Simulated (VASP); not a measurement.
# K (Im-3m) in VASP: a series of runs, part 2 of 2

VASP 6.6.1. Earlier steps stand in the parts before.

**4. Single point, revPBE, non-collinear spin, zero start, spin-orbit coupling**

This run uses another cell than the first one, of 79.67 Å³/atom.

File INCAR:

```
PREC = Accurate
ENCUT = 520
EDIFF = 1E-7
ISMEAR = -1
SIGMA = 0.1
LREAL = F
LASPH = T
NELM = 150
ALGO = Normal
ISIF = 2
LWAVE = F
LCHARG = F
MAGMOM = 0 0 0
LORBIT = 11
LSORBIT = T
GGA_COMPAT = F
LORBMOM = T
GGA = RE
NBANDS = 20
```

File KPOINTS:

```
Automatic mesh
0
Gamma
  8 8 8
```

File POSCAR:

```
K
1.0
   -2.7107253173      2.7107253173      2.7107253173
    2.7107253173     -2.7107253173      2.7107253173
    2.7107253173      2.7107253173     -2.7107253173
K
1
Direct
    0.0000000000      0.0000000000      0.0000000000
```

Potentials or basis: VASP PAW PBE potentials, release 64 (K_sv).

The run is started by

```sh
> cat potpaw_PBE.64/K_sv/POTCAR > POTCAR
> mpirun -np 1 vasp_ncl > vasp.out
```

OUTCAR:

```text
PREC = Accurate
   ENCUT = 520
   EDIFF = 1E-7
   ISMEAR = -1
   LREAL = F
   LASPH = T
   NELM = 150
   ISIF = 2
   LORBIT = 11
   LSORBIT = T
   GGA = RE

 ion  position               nearest neighbor table
   1  0.000  0.000  0.000-

  LATTYP: Found a body centered cubic cell.
 ALAT       =     5.4214506346

  Lattice vectors:

 A1 = (  -2.7107253173,   2.7107253173,   2.7107253173)
 A2 = (   2.7107253173,  -2.7107253173,   2.7107253173)
 A3 = (   2.7107253173,   2.7107253173,  -2.7107253173)

Analysis of symmetry for initial positions (statically):
=====================================================================
 Subroutine PRICEL returns:
 Original cell was already a primitive cell.

 Routine SETGRP: Setting up the symmetry group for a
 body centered cubic supercell.

 Subroutine GETGRP returns: Found 48 space group operations
 (whereof 48 operations were pure point group operations)
 out of a pool of 48 trial point group operations.

The static configuration has the point symmetry O_h .

Analysis of symmetry for dynamics (positions and initial velocities):
=====================================================================
 Subroutine PRICEL returns:
 Original cell was already a primitive cell.

 Routine SETGRP: Setting up the symmetry group for a
 body centered cubic supercell.

 Subroutine GETGRP returns: Found 48 space group operations
 (whereof 48 operations were pure point group operations)
 out of a pool of 48 trial point group operations.

The dynamic configuration has the point symmetry O_h .

Analysis of structural, dynamic, and magnetic symmetry:
=====================================================================
 Subroutine PRICEL returns:
 Original cell was already a primitive cell.

 Routine SETGRP: Setting up the symmetry group for a
 body centered cubic supercell.

 Subroutine GETGRP returns: Found 48 space group operations
 (whereof 48 operations were pure point group operations)
[... 717 lines left out ...]
  Total        0.0027526      0.0027526      0.0027526      0.0000000     -0.0000000      0.0000000
  in kB        0.0553526      0.0553526      0.0553526      0.0000000     -0.0000000      0.0000000
  external PRESSURE =       0.0553526 kB  Pullay stress =       0.0000000 kB

 VOLUME and BASIS-vectors are now :
 -----------------------------------------------------------------------------
  energy-cutoff  :      520.00
  volume of cell :       79.67
      direct lattice vectors                 reciprocal lattice vectors
    -2.710725317  2.710725317  2.710725317     0.000000000  0.184452477  0.184452477
     2.710725317 -2.710725317  2.710725317     0.184452477  0.000000000  0.184452477
     2.710725317  2.710725317 -2.710725317     0.184452477  0.184452477  0.000000000

 POSITION                                       TOTAL-FORCE (eV/Angst)
 -----------------------------------------------------------------------------------
      0.00000      0.00000      0.00000         0.000000      0.000000     -0.000000
 -----------------------------------------------------------------------------------
    total drift:                               -0.000000      0.000000     -0.000000

  FREE ENERGIE OF THE ION-ELECTRON SYSTEM (eV)
  ---------------------------------------------------
  free  energy   TOTEN  =        -0.9620834328 eV

  energy  without entropy=       -0.9320129449  energy(sigma->0) =       -0.94704819

 orbital moment (x)

 # of ion     p       d       tot
 ----------------------------------------
  1        -0.000   0.000  -0.000
 ----------------------------------------
           -0.000   0.000  -0.000

 orbital moment (y)

 # of ion     p       d       tot
 ----------------------------------------
  1         0.000  -0.000  -0.000
 ----------------------------------------
            0.000  -0.000  -0.000

 orbital moment (z)

 # of ion     p       d       tot
 ----------------------------------------
  1         0.000  -0.000  -0.000
 ----------------------------------------
            0.000  -0.000  -0.000

 Spin-Orbit-Coupling matrix elements

 Ion:    1  E_soc:     -0.0079294
 l=   1
     0.0000000    -0.0013216    -0.0013216
    -0.0013216     0.0000000    -0.0013216
    -0.0013216    -0.0013216     0.0000000
 l=   2
     0.0000000     0.0000000     0.0000000     0.0000000     0.0000000
     0.0000000     0.0000000     0.0000000     0.0000000     0.0000000
     0.0000000     0.0000000     0.0000000     0.0000000     0.0000000
     0.0000000     0.0000000     0.0000000     0.0000000     0.0000000
     0.0000000     0.0000000     0.0000000     0.0000000     0.0000000
 l=   3
     0.0000000     0.0000000     0.0000000     0.0000000     0.0000000     0.0000000     0.0000000
     0.0000000     0.0000000     0.0000000     0.0000000     0.0000000     0.0000000     0.0000000
     0.0000000     0.0000000     0.0000000     0.0000000     0.0000000     0.0000000     0.0000000
     0.0000000     0.0000000     0.0000000     0.0000000     0.0000000     0.0000000     0.0000000
     0.0000000     0.0000000     0.0000000     0.0000000     0.0000000     0.0000000     0.0000000
     0.0000000     0.0000000     0.0000000     0.0000000     0.0000000     0.0000000     0.0000000
     0.0000000     0.0000000     0.0000000     0.0000000     0.0000000     0.0000000     0.0000000

 total charge

# of ion       s       p       d       tot
------------------------------------------
    1        1.979   5.583   0.004   7.566

 magnetization (x)

# of ion       s       p       d       tot
------------------------------------------
    1        0.000   0.000   0.000   0.000

 magnetization (y)

# of ion       s       p       d       tot
------------------------------------------
    1        0.000  -0.000  -0.000   0.000

 magnetization (z)

# of ion       s       p       d       tot
------------------------------------------
    1        0.000  -0.000  -0.000  -0.000
```

Run time: 2.7 min. Hardware: 1 thread of Intel Xeon 8259CL, shared host; peak memory 0.4 GiB.

What came out:

| Item | Value |
| --- | --- |
| Free energy | -0.9621 eV |
| Pressure | 0.0 GPa |
| Net moment | 0.00 μB per cell |
| Valence electrons inside the program's atomic spheres | K 7.57 |

Moments on the atoms (μB; x, y, z):
```
K   0.00 0.00 0.00
```

Caveat: the PAW data sets were made with another functional, which shifts forces and pressure a little.

**5. Summary**

```csv
spin,cell,k mesh,gap on the mesh (eV),pressure (GPa)
off,"a = 4.817 Å, angles 109.5°, 1 atom",14 × 14 × 14,none,-0.2
off,"a = 4.876 Å, angles 109.5°, 1 atom",14 × 14 × 14,none,-0.3
"non-collinear, zero start, SOC","a = 4.695 Å, angles 109.5°, 1 atom",8 × 8 × 8,-,0.0
```

Alike in all rows: task single point; level revPBE; potentials or basis VASP PAW PBE potentials, release 64 (K_sv); cutoff (eV) 520; smearing fermi-dirac 0.1 eV.

Caveats: the PAW data sets were made with another functional, which shifts forces and pressure a little.

Total energies depend on the potentials used, so only differences within one code and one set of settings carry meaning.
